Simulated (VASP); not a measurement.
# LiF (Pm-3m) in VASP: single point with LDA

Aim: the single point of LiF with LDA.

Program: VASP 6.6.1. These are calculated values, not measurements. Logs are shortened: lines on timing, memory, paths and dates and some standing lists are left out, and cuts for length are marked.

## (1) The cell of the first run

Symmetry: Pm-3m, No. 221, cubic system. The conventional cell has a = 2.560 Å, b = 2.560 Å, c = 2.560 Å, α = 90.00°, β = 90.00°, γ = 90.00°. Within 2.9 Å of Li (site symmetry m-3m) lie 8 F at 2.22 Å and 6 Li at 2.56 Å. Within 2.9 Å of F (site symmetry m-3m) lie 8 Li at 2.22 Å and 6 F at 2.56 Å.

## (2) Single point, LDA

Contents of INCAR:

```
SYSTEM = LiF
PREC     = Accurate       ! precision mode
ENCUT    = 750            ! plane-wave cutoff, eV
EDIFF    = 1E-6           ! SCF threshold, eV
ISMEAR   = 0              ! smearing method
SIGMA    = 0.01           ! smearing width, eV
LREAL    = .False.        ! projectors in reciprocal space
LASPH    = .True.         ! aspherical terms in the spheres
NELM     = 120            ! most SCF steps
ALGO     = Normal         ! electronic algorithm
ISIF     = 2              ! what is computed and relaxed
LWAVE    = .False.        ! write WAVECAR
LCHARG   = .False.        ! write CHGCAR
GGA      = CA             ! functional
NBANDS   = 12             ! bands
GGA_COMPAT= .False.
```

Contents of KPOINTS:

```
Automatic mesh
0
Gamma
  4 4 4
  0 0 0
```

Contents of POSCAR:

```
LiF
1.0
    2.5595330000      0.0000000000      0.0000000000
    0.0000000000      2.5595330000      0.0000000000
    0.0000000000      0.0000000000      2.5595330000
Li F
1 1
Direct
    0.0000000000      0.0000000000      0.0000000000
    0.5000000000      0.5000000000      0.5000000000
```

Potentials or basis: VASP PAW LDA potentials, release 64 (Li_sv, F).

Run with:

```bash
cat potpaw_LDA.64/Li_sv/POTCAR potpaw_LDA.64/F/POTCAR > POTCAR
mpirun -np 1 vasp_std > vasp.out
```

OUTCAR:

```text
SYSTEM = LiF
   PREC = Accurate
   ENCUT = 750
   EDIFF = 1E-6
   ISMEAR = 0
   LREAL = .False.
   LASPH = .True.
   NELM = 120
   ISIF = 2
   GGA = CA

 ion  position               nearest neighbor table
   1  0.000  0.000  0.000-   2 2.22   2 2.22   2 2.22   2 2.22   2 2.22   2 2.22   2 2.22   2 2.22

   2  0.500  0.500  0.500-   1 2.22   1 2.22   1 2.22   1 2.22   1 2.22   1 2.22   1 2.22   1 2.22

  LATTYP: Found a simple cubic cell.
 ALAT       =     2.5595330000

  Lattice vectors:

 A1 = (   2.5595330000,   0.0000000000,   0.0000000000)
 A2 = (   0.0000000000,   2.5595330000,   0.0000000000)
 A3 = (   0.0000000000,   0.0000000000,   2.5595330000)

Analysis of symmetry for initial positions (statically):
=====================================================================
 Subroutine PRICEL returns:
 Original cell was already a primitive cell.

 Routine SETGRP: Setting up the symmetry group for a
 simple cubic supercell.

 Subroutine GETGRP returns: Found 48 space group operations
 (whereof 48 operations were pure point group operations)
 out of a pool of 48 trial point group operations.

The static configuration has the point symmetry O_h .

Analysis of symmetry for dynamics (positions and initial velocities):
=====================================================================
 Subroutine PRICEL returns:
 Original cell was already a primitive cell.

 Routine SETGRP: Setting up the symmetry group for a
 simple cubic supercell.

 Subroutine GETGRP returns: Found 48 space group operations
 (whereof 48 operations were pure point group operations)
 out of a pool of 48 trial point group operations.

The dynamic configuration has the point symmetry O_h .

 Subroutine INISYM returns: Found 48 space group operations
 (whereof 48 operations are pure point group operations),
 and found     1 'primitive' translations

----------------------------------------------------------------------------------------

                                     Primitive cell

  volume of cell :      16.7680

  direct lattice vectors                    reciprocal lattice vectors
     2.559533000  0.000000000  0.000000000     0.390696272  0.000000000  0.000000000
     0.000000000  2.559533000  0.000000000     0.000000000  0.390696272  0.000000000
     0.000000000  0.000000000  2.559533000     0.000000000  0.000000000  0.390696272

  length of vectors
     2.559533000  2.559533000  2.559533000     0.390696272  0.390696272  0.390696272

  position of ions in fractional coordinates (direct lattice)
     0.000000000  0.000000000  0.000000000
     0.500000000  0.500000000  0.500000000

  ion indices of the primitive-cell ions
   primitive index   ion index
                 1           1
                 2           2

----------------------------------------------------------------------------------------

 KPOINTS: Automatic mesh

Automatic generation of k-mesh.
 Grid dimensions read from file:
 generate k-points for:    4    4    4

 Generating k-lattice:

  Cartesian coordinates                     Fractional coordinates (reciprocal lattice)
     0.097674068  0.000000000  0.000000000     0.250000000  0.000000000  0.000000000
     0.000000000  0.097674068  0.000000000     0.000000000  0.250000000  0.000000000
     0.000000000  0.000000000  0.097674068     0.000000000  0.000000000  0.250000000

  Length of vectors
     0.097674068  0.097674068  0.097674068

  Shift w.r.t. Gamma in fractional coordinates (k-lattice)
     0.000000000  0.000000000  0.000000000

 Subroutine IBZKPT returns following result:
 ===========================================

 Found     10 irreducible k-points:

 Following reciprocal coordinates:
            Coordinates               Weight
  0.000000  0.000000  0.000000      1.000000
  0.250000  0.000000  0.000000      6.000000
  0.500000  0.000000  0.000000      3.000000
  0.250000  0.250000  0.000000     12.000000
  0.500000  0.250000  0.000000     12.000000
  0.500000  0.500000  0.000000      3.000000
  0.250000  0.250000  0.250000      8.000000
  0.500000  0.250000  0.250000     12.000000
  0.500000  0.500000  0.250000      6.000000
  0.500000  0.500000  0.500000      1.000000
   k-points           NKPTS =     10   k-points in BZ     NKDIM =     10   number of bands    NBANDS=     12
   number of dos      NEDOS =    301   number of ions     NIONS =      2
   total plane-waves  NPLWV =  13824
   dimension x,y,z NGX =    24 NGY =   24 NGZ =   24
   dimension x,y,z NGXF=    48 NGYF=   48 NGZF=   48
   ions per type =               1   1
   NGX,Y,Z   is equivalent  to a cutoff of  15.59, 15.59, 15.59 a.u.
   NGXF,Y,Z  is equivalent  to a cutoff of  31.18, 31.18, 31.18 a.u.
 SYSTEM =  LiF
   PREC   = accura    normal or accurate (medium, high low for compatibility)
   ISTART =      0    job   : 0-new  1-cont  2-samecut
   ICHARG =      2    charge: 1-file 2-atom 10-const
   ISPIN  =      1    spin polarized calculation?
   LNONCOLLINEAR =      F non collinear calculations
   LSORBIT =      F    spin-orbit coupling
   LASPH  =      T    aspherical Exc in radial PAW
   ENCUT  =  750.0 eV  55.12 Ry    7.42 a.u.   5.72  5.72  5.72*2*pi/ulx,y,z
   NELM   =    120;   NELMIN=  2; NELMDL= -5     # of ELM steps
   EDIFF  = 0.1E-05   stopping-criterion for ELM
   LREAL  =      F    real-space projection
   EDIFFG = 0.1E-04   stopping-criterion for IOM
   NSW    =      0    number of steps for IOM
   IBRION =     -1    ionic relax: 0-MD 1-quasi-New 2-CG
   NFREE  =      0    steps in history (QN), initial steepest desc. (CG)
   ISIF   =      2    stress and relaxation
   ISYM   =      2    0-nonsym 1-usesym 2-fastsym
   POTIM  = 0.5000    time-step for ionic-motion
   TEBEG  =    0.0;   TEEND  =   0.0 temperature during run
   PSTRESS=    0.0 pullay stress
   NELECT =      10.0000    total number of electrons
   NUPDOWN=      -1.0000    fix difference up-down
   EMIN   =  10.00;   EMAX   =-10.00  energy-range for DOS
   EFERMI =   0.00;   METHOD = LEGACY
   ISMEAR =     0;   SIGMA  =   0.01  broadening in eV -4-tet -1-fermi 0-gaus
   EFERMI_NEDOS =   21; number of points for ismear=-14 and -15
   IALGO  =     38    algorithm
   IMIX   =      4    mixing-type and parameters
     AMIX     =   0.40;   BMIX     =  1.00
     AMIX_MAG =   1.60;   BMIX_MAG =  1.00
  volume/ion in A,a.u.               =       8.38        56.58
  Fermi-wavevector in a.u.,A,eV,Ry     =   1.377994  2.604032 25.835673  1.898868
  Thomas-Fermi vector in A             =   2.503097
   LORBIT       =      0    0 simple, 1 ext, 2 COOP (PROOUT), +10 PAW based schemes
   GGA     = CA    functional components
   LHFCALC =     F    Hartree Fock is set to
   AEXX    =    0.0000 exact exchange contribution
   IVDW    =     0    specifies the selected vdW correction
   LEPSILON=     F    determine dielectric tensor
   LRPA    =     F    only Hartree local field effects (RPA)
 non-spin polarized calculation
 Gauss-broadening in eV      SIGMA  =   0.01
  energy-cutoff  :      750.00
  volume of cell :       16.77
 maximum number of plane-waves:       804
 NGX is ok and might be reduce to    24
   NGX = 11   NGY = 11   NGZ = 11

 number of electron      10.0000006 magnetization

 Free energy of the ion-electron system (eV)
  ---------------------------------------------------
  ext. energy  EPLUGINS =         0.00000000
  ---------------------------------------------------
  free energy    TOTEN  =        -9.86661713 eV

  energy without entropy =       -9.86661713  energy(sigma->0) =       -9.86661713

 E-fermi :  -0.1013     XC(G=0): -10.5723

 val. band max:       -0.1967534337   @ k =   0.5000   0.5000   0.0000
 cond. band min:       7.0922776714   @ k =   0.0000   0.0000   0.0000
 fundamental gap:      7.2890311051
 Fermi energy:        -0.1012958239

 k-point     1 :       0.0000    0.0000    0.0000
  band No.  band energies     occupation
      1     -41.8395      2.00000
      2     -20.6052      2.00000
      3      -0.8826      2.00000
      4      -0.8826      2.00000
      5      -0.8826      2.00000
      6       7.0923      0.00000
      7      18.2213      0.00000
      8      18.2213      0.00000
      9      20.3083      0.00000
     10      20.3083      0.00000
     11      20.3083      0.00000
     12      37.8389      0.00000

 k-point     2 :       0.2500    0.0000    0.0000
  band No.  band energies     occupation
      1     -41.8128      2.00000
      2     -20.3744      2.00000
      3      -2.5757      2.00000
      4      -0.6855      2.00000
      5      -0.6855      2.00000
      6       8.0849      0.00000
      7      14.6491      0.00000
      8      19.6480      0.00000
      9      20.0544      0.00000
     10      20.0544      0.00000
     11      27.4662      0.00000
     12      31.1190      0.00000

 k-point     3 :       0.5000    0.0000    0.0000
  band No.  band energies     occupation
      1     -41.7859      2.00000
      2     -20.1260      2.00000
      3      -3.9483      2.00000
      4      -0.4792      2.00000
      5      -0.4792      2.00000
      6       8.5867      0.00000
      7      13.4990      0.00000
      8      19.7071      0.00000
      9      19.7071      0.00000
     10      23.5525      0.00000
     11      24.3600      0.00000
     12      32.0588      0.00000
[... 76 lines left out ...]
 k-point     9 :       0.5000    0.5000    0.2500
  band No.  band energies     occupation
      1     -41.7215      2.00000
      2     -19.3512      2.00000
      3      -3.0447      2.00000
      4      -3.0447      2.00000
      5      -1.4087      2.00000
      6      11.5340      0.00000
      7      11.8488      0.00000
      8      11.8488      0.00000
      9      21.1308      0.00000
     10      24.1716      0.00000
     11      24.8000      0.00000
     12      24.8000      0.00000

 k-point    10 :       0.5000    0.5000    0.5000
  band No.  band energies     occupation
      1     -41.7015      2.00000
      2     -19.1170      2.00000
      3      -2.4904      2.00000
      4      -2.4904      2.00000
      5      -2.4904      2.00000
      6      10.5047      0.00000
      7      10.5047      0.00000
      8      10.5047      0.00000
      9      23.4995      0.00000
     10      23.4995      0.00000
     11      23.4995      0.00000
     12      24.8268      0.00000

------------------------ aborting loop because EDIFF is reached ----------------------------------------

  FORCE on cell =-STRESS in cart. coord.  units (eV):
  Direction    XX          YY          ZZ          XY          YZ          ZX
  --------------------------------------------------------------------------------------
  -------------------------------------------------------------------------------------
  Total       -0.8337509     -0.8337509     -0.8337509      0.0000000     -0.0000000      0.0000000
  in kB      -79.6644774    -79.6644774    -79.6644774      0.0000000     -0.0000000      0.0000000
  external PRESSURE =     -79.6644774 kB  Pullay stress =       0.0000000 kB

 VOLUME and BASIS-vectors are now :
 -----------------------------------------------------------------------------
  energy-cutoff  :      750.00
  volume of cell :       16.77
      direct lattice vectors                 reciprocal lattice vectors
     2.559533000  0.000000000  0.000000000     0.390696272  0.000000000  0.000000000
     0.000000000  2.559533000  0.000000000     0.000000000  0.390696272  0.000000000
     0.000000000  0.000000000  2.559533000     0.000000000  0.000000000  0.390696272

 POSITION                                       TOTAL-FORCE (eV/Angst)
 -----------------------------------------------------------------------------------
      0.00000      0.00000      0.00000         0.000000      0.000000      0.000000
      1.27977      1.27977      1.27977         0.000000      0.000000      0.000000
 -----------------------------------------------------------------------------------
    total drift:                                0.000000      0.000000     -0.000000

  FREE ENERGIE OF THE ION-ELECTRON SYSTEM (eV)
  ---------------------------------------------------
  free  energy   TOTEN  =        -9.8666171317 eV

  energy  without entropy=       -9.8666171317  energy(sigma->0) =       -9.86661713
```

Run time: 2.6 s. Hardware: 1 thread of Intel Xeon Platinum 8259CL at 2.50GHz (Skylake/Cascade Lake), shared host; peak memory 0.12 GiB.

What came out:

| Property | Result |
| --- | --- |
| Free energy | -9.8666 eV |
| Pressure | -8.0 GPa |
| Band gap on the k mesh | 7.29 eV, indirect (least direct gap 7.97 eV) |

Levels at points of the mesh, in eV from the valence-band top:
| k point | band 3 | band 4 | band 5 | band 6 | band 7 | band 8 |
| --- | --- | --- | --- | --- | --- | --- |
| (0.00, 0.00, 0.00) | -0.69 | -0.69 | -0.69 | 7.29 | 18.42 | 18.42 |
| (0.50, 0.00, 0.00) | -3.75 | -0.28 | -0.28 | 8.78 | 13.70 | 19.90 |
| (0.50, 0.50, 0.00) | -3.33 | -3.33 | 0.00 | 13.00 | 13.28 | 13.28 |
| (0.50, 0.50, 0.50) | -2.29 | -2.29 | -2.29 | 10.70 | 10.70 | 10.70 |

Caveat: the k points lie up to 0.61 Å⁻¹ apart.
